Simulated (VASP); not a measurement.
**HfO2: single point with PBE**

Crystal: HfO2.

```
CELL_PARAMETERS angstrom
0.00000 2.42963 2.62144
2.42963 0.00000 2.62144
2.42963 2.42963 0.00000
ATOMIC_POSITIONS crystal
Hf 0.00000 0.00000 0.00000
O 0.25000 0.25000 0.25000
O 0.75000 0.75000 0.75000
```

This cell differs from its parent crystal: strain -0.050 along x and y, +0.025 along z.

```yaml
Program: VASP 6.6.1
Task: single point
Functional: PBE
Potentials_or_basis: VASP PAW PBE potentials, release 64 (Hf_pv, O)
Cutoff: 520 eV
k_mesh: 8 × 8 × 8
Occupations: gaussian, width 0.05 eV
Spin: no spin polarisation
```

```
Pressure               : 15.1 GPa
Band gap on the k mesh : 2.95 eV, indirect (least direct gap 3.34 eV)
```

Stress tensor (GPa, compression positive):
```
 27.97   0.00   0.00
  0.00  27.97   0.00
  0.00   0.00 -10.55
```

Levels at points of the mesh, in eV from the valence-band top:
```tsv
k point	band 9	band 10	band 11	band 12	band 13	band 14
(0.00, 0.00, 0.00)	-1.62	-0.60	-0.60	2.95	4.07	6.16
(0.50, 0.00, 0.00)	-3.19	-2.22	-2.17	4.26	4.62	6.98
(0.50, 0.50, 0.00)	-1.66	-1.66	-0.85	3.52	5.44	5.85
(0.50, 0.00, 0.50)	-2.74	-1.33	0.00	3.34	5.64	7.15
```

It took 68 s on 1 thread of Intel Xeon 6975P-C, on a shared host, peak memory 0.18 GiB.

Caveat: the cell differs from its parent crystal (strain -0.050 along x and y, +0.025 along z); spin-orbit coupling is left out, which moves the levels of the heavy elements. A k mesh can miss the band edges.
